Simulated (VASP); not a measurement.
Sb: electric field gradients with PBEsol

Crystal: Sb.

```
Sb
1.0
     3.17050    0.00000    0.00000
     0.00000    3.17050    0.00000
     0.00000    0.00000    3.17050
Sb
1
Direct
  0.00000 0.00000 0.00000
```

This cell differs from its parent crystal: volume scaled by 1.01.

```json
{"Program": "VASP 6.6.1", "Task": "electric field gradients", "Functional": "PBEsol", "Potentials or basis": "VASP PAW PBE potentials, release 64 (Sb)", "Cutoff": "520 eV", "k mesh": "13 × 13 × 13", "Occupations": "fermi-dirac, width 0.05 eV", "Spin": "no spin polarisation", "Dipole correction": "no", "Further INCAR settings": "ALGO = Normal; EDIFF = 1e-08; NBANDS = 8"}
```

| Quantity | Value |
| --- | --- |
| Pressure | -5.3 GPa |

Levels at points of the mesh, in eV from the Fermi level:
```
           k point  band 1  band 2  band 3  band 4  band 5
(0.00, 0.00, 0.00)  -11.96    3.05    3.05    3.05    6.84
```

Run time: 7 s on 1 thread of Intel(R) Xeon(R) Platinum 8488C (Sapphire Rapids), on a shared host, peak memory 0.15 GiB.

Caveat: without QUAD_EFG the Cq values of the log hold for a quadrupole moment of 1 mb, not for the nuclei; the PAW data sets were made with another functional, which shifts forces and pressure a little; spin-orbit coupling is left out, which moves the levels of the heavy elements.
